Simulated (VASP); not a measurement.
# Mg2TaH6 (Fm-3m) in VASP: single point with PBEsol

Aim: the single point of Mg2TaH6 with PBEsol.

Program: VASP 6.6.1. These are calculated values, not measurements. Logs are shortened: lines on timing, memory, paths and dates and some standing lists are left out, and cuts for length are marked.

### Step 1. The cell of the first run

It takes space group Fm-3m (No. 225, cubic). The conventional cell has a = 6.496 Å, b = 6.496 Å, c = 6.496 Å, α = 90.00°, β = 90.00°, γ = 90.00°. Within 2.1 Å of H (site symmetry 4mm) lie 1 Ta at 1.57 Å. Ta (site symmetry m-3m) has 6 H at 1.57 Å within 2.1 Å. Within 3.0 Å of Mg (site symmetry -43m) lie 12 H at 2.30 Å and 4 Ta at 2.81 Å.

### Step 2. Single point, PBEsol

Input file INCAR:

```
PREC = Accurate
ENCUT = 520
EDIFF = 1E-6
ISMEAR = -1
SIGMA = 0.1
LREAL = False
LASPH = True
NELM = 60
ALGO = Normal
ISIF = 2
LWAVE = False
LCHARG = False
GGA = PS
NBANDS = 20
```

Input file KPOINTS:

```
regular mesh
0
Gamma
  9 9 9
```

Input file POSCAR:

```
Mg2TaH6
1.0
    0.0000000000      3.2478190000      3.2478190000
    3.2478190000      0.0000000000      3.2478190000
    3.2478190000      3.2478190000      0.0000000000
H Ta Mg
6 1 2
Direct
    0.7580000000      0.2420000000      0.2420000000
    0.2420000000      0.7580000000      0.2420000000
    0.2420000000      0.7580000000      0.7580000000
    0.7580000000      0.2420000000      0.7580000000
    0.2420000000      0.2420000000      0.7580000000
    0.7580000000      0.7580000000      0.2420000000
    0.0000000000      0.0000000000      0.0000000000
    0.2500000000      0.2500000000      0.2500000000
    0.7500000000      0.7500000000      0.7500000000
```

Potentials or basis: VASP PAW PBE potentials, release 64 (H, Ta_pv, Mg).

The run is started by

```
$ cat potpaw_PBE.64/H/POTCAR potpaw_PBE.64/Ta_pv/POTCAR potpaw_PBE.64/Mg/POTCAR > POTCAR
$ mpirun -np 1 vasp_std > vasp.out
```

OUTCAR:

```text
PREC = Accurate
   ENCUT = 520
   EDIFF = 1E-6
   ISMEAR = -1
   LREAL = False
   LASPH = True
   NELM = 60
   ISIF = 2
   GGA = PS

 ion  position               nearest neighbor table
   1  0.758  0.242  0.242-   7 1.57
   2  0.242  0.758  0.242-   7 1.57
   3  0.242  0.758  0.758-   7 1.57
   4  0.758  0.242  0.758-   7 1.57
   5  0.242  0.242  0.758-   7 1.57
   6  0.758  0.758  0.242-   7 1.57
   7  0.000  0.000  0.000-   1 1.57   2 1.57   3 1.57   4 1.57   5 1.57   6 1.57   9 2.81   9 2.81
                             9 2.81   8 2.81   9 2.81   8 2.81   8 2.81   8 2.81
   8  0.250  0.250  0.250-   7 2.81   7 2.81   7 2.81   7 2.81   9 3.25   9 3.25   9 3.25   9 3.25
                             9 3.25   9 3.25
   9  0.750  0.750  0.750-   7 2.81   7 2.81   7 2.81   7 2.81   8 3.25   8 3.25   8 3.25   8 3.25
                             8 3.25   8 3.25

  LATTYP: Found a face centered cubic cell.
 ALAT       =     6.4956380000

  Lattice vectors:

 A1 = (   0.0000000000,   3.2478190000,   3.2478190000)
 A2 = (   3.2478190000,   0.0000000000,   3.2478190000)
 A3 = (   3.2478190000,   3.2478190000,   0.0000000000)

Analysis of symmetry for initial positions (statically):
=====================================================================
 Subroutine PRICEL returns:
 Original cell was already a primitive cell.

 Routine SETGRP: Setting up the symmetry group for a
 face centered cubic supercell.

 Subroutine GETGRP returns: Found 48 space group operations
 (whereof 48 operations were pure point group operations)
 out of a pool of 48 trial point group operations.

The static configuration has the point symmetry O_h .

Analysis of symmetry for dynamics (positions and initial velocities):
=====================================================================
 Subroutine PRICEL returns:
 Original cell was already a primitive cell.

 Routine SETGRP: Setting up the symmetry group for a
 face centered cubic supercell.

 Subroutine GETGRP returns: Found 48 space group operations
 (whereof 48 operations were pure point group operations)
 out of a pool of 48 trial point group operations.

The dynamic configuration has the point symmetry O_h .

 Subroutine INISYM returns: Found 48 space group operations
 (whereof 48 operations are pure point group operations),
 and found     1 'primitive' translations

----------------------------------------------------------------------------------------

[... 114 lines left out ...]
   POTIM  = 0.5000    time-step for ionic-motion
   TEBEG  =    0.0;   TEEND  =   0.0 temperature during run
   PSTRESS=    0.0 pullay stress
   NELECT =      21.0000    total number of electrons
   NUPDOWN=      -1.0000    fix difference up-down
   EMIN   =  10.00;   EMAX   =-10.00  energy-range for DOS
   EFERMI =   0.00;   METHOD = LEGACY
   ISMEAR =    -1;   SIGMA  =   0.10  broadening in eV -4-tet -1-fermi 0-gaus
   EFERMI_NEDOS =   21; number of points for ismear=-14 and -15
   IALGO  =     38    algorithm
   IMIX   =      4    mixing-type and parameters
     AMIX     =   0.40;   BMIX     =  1.00
     AMIX_MAG =   1.60;   BMIX_MAG =  1.00
  volume/ion in A,a.u.               =       7.61        51.38
  Fermi-wavevector in a.u.,A,eV,Ry     =   1.103772  2.085827 16.576155  1.218313
  Thomas-Fermi vector in A             =   2.240235
   LORBIT       =      0    0 simple, 1 ext, 2 COOP (PROOUT), +10 PAW based schemes
   GGA     = PS    functional components
   LHFCALC =     F    Hartree Fock is set to
   AEXX    =    0.0000 exact exchange contribution
   IVDW    =     0    specifies the selected vdW correction
   LEPSILON=     F    determine dielectric tensor
   LRPA    =     F    only Hartree local field effects (RPA)
 non-spin polarized calculation
  energy-cutoff  :      520.00
  volume of cell :       68.52
 maximum number of plane-waves:      1863
 NGX is ok and might be reduce to    36
   NGX = 17   NGY = 17   NGZ = 17

 number of electron      21.0000000 magnetization

 Free energy of the ion-electron system (eV)
  ---------------------------------------------------
  ext. energy  EPLUGINS =         0.00000000
  ---------------------------------------------------
  free energy    TOTEN  =       -30.81692144 eV

  energy without entropy =      -30.70506191  energy(sigma->0) =      -30.76099167

 E-fermi :   2.9891     XC(G=0): -10.5148

 val. band max:        2.9876159707   @ k =   0.4444   0.1111   0.0000
 cond. band min:       3.0028502790   @ k =  -0.3333   0.3333   0.1111
 fundamental gap:      0.0152343083
 Fermi energy:         2.9891219371

 k-point     1 :       0.0000    0.0000    0.0000
  band No.  band energies     occupation
      1     -29.9255      2.00000
      2     -29.9255      2.00000
      3     -29.9255      2.00000
      4      -6.7919      2.00000
      5      -1.8564      2.00000
      6      -1.8564      2.00000
[... 541 lines left out ...]
     19      13.1171      0.00000
     20      13.1171      0.00000

 [... further k-points ...]

------------------------ aborting loop because EDIFF is reached ----------------------------------------

  FORCE on cell =-STRESS in cart. coord.  units (eV):
  Direction    XX          YY          ZZ          XY          YZ          ZX
  --------------------------------------------------------------------------------------
  -------------------------------------------------------------------------------------
  Total       21.0968593     21.0968593     21.0968593      0.0000000      0.0000000     -0.0000000
  in kB      493.3134297    493.3134297    493.3134297      0.0000000      0.0000000     -0.0000000
  external PRESSURE =     493.3134297 kB  Pullay stress =       0.0000000 kB

 VOLUME and BASIS-vectors are now :
 -----------------------------------------------------------------------------
  energy-cutoff  :      520.00
  volume of cell :       68.52
      direct lattice vectors                 reciprocal lattice vectors
     0.000000000  3.247819000  3.247819000    -0.153949466  0.153949466  0.153949466
     3.247819000  0.000000000  3.247819000     0.153949466 -0.153949466  0.153949466
     3.247819000  3.247819000  0.000000000     0.153949466  0.153949466 -0.153949466

 POSITION                                       TOTAL-FORCE (eV/Angst)
 -----------------------------------------------------------------------------------
      1.57194      3.24782      3.24782         5.067904      0.000000      0.000000
      3.24782      1.57194      3.24782         0.000000      5.067904      0.000000
      4.92369      3.24782      3.24782        -5.067904      0.000000      0.000000
      3.24782      4.92369      3.24782         0.000000     -5.067904      0.000000
      3.24782      3.24782      1.57194         0.000000      0.000000      5.067904
      3.24782      3.24782      4.92369         0.000000      0.000000     -5.067904
      0.00000      0.00000      0.00000         0.000000      0.000000      0.000000
      1.62391      1.62391      1.62391         0.000000      0.000000      0.000000
      4.87173      4.87173      4.87173        -0.000000     -0.000000     -0.000000
 -----------------------------------------------------------------------------------
    total drift:                               -0.000000      0.000000     -0.000000

  FREE ENERGIE OF THE ION-ELECTRON SYSTEM (eV)
  ---------------------------------------------------
  free  energy   TOTEN  =       -30.8169214421 eV

  energy  without entropy=      -30.7050619069  energy(sigma->0) =      -30.76099167
```

stdout:

```text
POSCAR found type information on POSCAR H TaMg
 POSCAR found :  3 types and       9 ions
 scaLAPACK will be used
 -----------------------------------------------------------------------------
|                                                                             |
|                                                                             |
|     You enforced a specific xc type in the INCAR file but a different       |
|     I HOPE YOU KNOW WHAT YOU ARE DOING!                                     |
|                                                                             |
 -----------------------------------------------------------------------------

 LDA part: xc-table for (Slater+PW92), standard interpolation
 POSCAR, INCAR and KPOINTS ok, starting setup
 FFT: planning ... GRIDC
 FFT: planning ... GRID_SOFT
 FFT: planning ... GRID
 WAVECAR not read
 entering main loop
```

Run time: 36 s. Hardware: 1 thread of Intel Xeon Platinum 8488C (Sapphire Rapids), shared host; peak memory 0.22 GiB.

Results:

| Property | Result |
| --- | --- |
| Free energy | -30.8169 eV |
| Pressure | 49.3 GPa |
| Largest force | 5.068 eV/Å |

Forces on the atoms (eV/Å):
```
H    5.068  0.000  0.000
H    0.000  5.068  0.000
H   -5.068  0.000  0.000
H    0.000 -5.068  0.000
H    0.000  0.000  5.068
H    0.000  0.000 -5.068
Ta   0.000  0.000  0.000
Mg   0.000  0.000  0.000
Mg   0.000  0.000  0.000
```

Levels at points of the mesh, in eV from the Fermi level:
| k point | band 7 | band 8 | band 9 | band 10 | band 11 | band 12 | band 13 | band 14 |
| --- | --- | --- | --- | --- | --- | --- | --- | --- |
| (0.00, 0.00, 0.00) | -1.53 | -1.53 | -1.53 | -1.18 | -1.18 | -1.18 | 5.77 | 6.84 |

Caveat: the PAW data sets were made with another functional, which shifts forces and pressure a little; spin-orbit coupling is left out, which moves the levels of the heavy elements.
